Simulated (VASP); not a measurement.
The system is N.

```
N
1.0
     2.51947    0.00000    0.00000
    -1.25974    2.18193    0.00000
     0.00000    0.00000    2.44600
N
2
Direct
  0.66667 0.33333 0.25000
  0.33333 0.66667 0.75000
```

| Property | Result |
| --- | --- |
| Program | VASP 6.6.1 |
| Task | relaxation of cell and atoms |
| Functional | r2SCAN |
| Potentials or basis | VASP PAW PBE potentials, release 64 (N) |
| Cutoff | 600 eV |
| k mesh | 18 × 18 × 18 |
| Occupations | gaussian, width 0.1 eV |
| Spin | no spin polarisation |

At the start: pressure 6.3 GPa; volume 6.72 Å³/atom.

Question: How do energy, volume and symmetry change on relaxing?

Answer: Over 5 steps the energy falls by 8.1 meV/atom and the volume is 6.95 Å³/atom (+3.4 %); space group P6_3/mmc (No. 194, to 0.1 Å) before and after.

Step by step:
```
step  energy change (eV)  largest force (eV/Å)  pressure (GPa)  volume (Å³)
   1              0.0000                0.0000            6.33        13.45
   2             -0.0147                0.0000           -0.52        13.97
   3             -0.0160                0.0000            0.86        13.85
   4             -0.0162                0.0000           -0.55        13.93
   5             -0.0163                0.0000            0.00        13.90
```

Final structure:
```
CELL_PARAMETERS angstrom
2.56411 0.00000 0.00000
-1.28205 2.22058 0.00000
0.00000 0.00000 2.44098
ATOMIC_POSITIONS crystal
N 0.66667 0.33333 0.25000
N 0.33333 0.66667 0.75000
```

Caveat: the PAW data sets were made with another functional, which shifts forces and pressure a little.
